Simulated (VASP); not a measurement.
Write the native input for VASP 6.6.1 that does the following.

* Task: single point
* Functional: PBE
* Potentials or basis: VASP PAW PBE potentials, release 64 (Cd_sv_GW, S)
* Cutoff: 630 eV
* k mesh: 13 × 13 × 13
* Occupations: fermi-dirac, width 0.02 eV
* Spin: no spin polarisation
* Dipole correction: no
* Further INCAR settings: ALGO = Normal; EDIFF = 1e-06; NBANDS = 20

The structure of CdS lies in POSCAR:

```
CdS
1.0
    0.0000000000      2.9358151324      2.9358151324
    2.9358151324      0.0000000000      2.9358151324
    2.9358151324      2.9358151324      0.0000000000
Cd S
1 1
Direct
    0.0000000000      0.0000000000      0.0000000000
    0.2500000000      0.2500000000      0.2500000000
```

These files were run (other wordings do the same):

INCAR

```
PREC = Accurate
ENCUT = 630
EDIFF = 1E-6
ISMEAR = -1
SIGMA = 0.02
LREAL = False
LASPH = True
NELM = 120
ALGO = Normal
ISIF = 2
LWAVE = False
LCHARG = False
GGA = PE
NBANDS = 20
GGA_COMPAT = False
```

KPOINTS

```
regular mesh
0
Gamma
  13 13 13
```

Potentials or basis: VASP PAW PBE potentials, release 64 (Cd_sv_GW, S).

The run is started by

```console
$ cat potpaw_PBE.64/Cd_sv_GW/POTCAR potpaw_PBE.64/S/POTCAR > POTCAR
$ mpirun -np 1 vasp_std > vasp.out
```

It gave:

```
Pressure               : 1.5 GPa
Band gap on the k mesh : 1.10 eV
```

Caveat: an odd mesh through Γ misses points on the zone boundary, where band edges can lie.

Run time: 70 s on 1 thread of AMD EPYC 9R45 96-Core Processor (Zen 5), with other jobs on the host, peak memory 0.27 GiB.
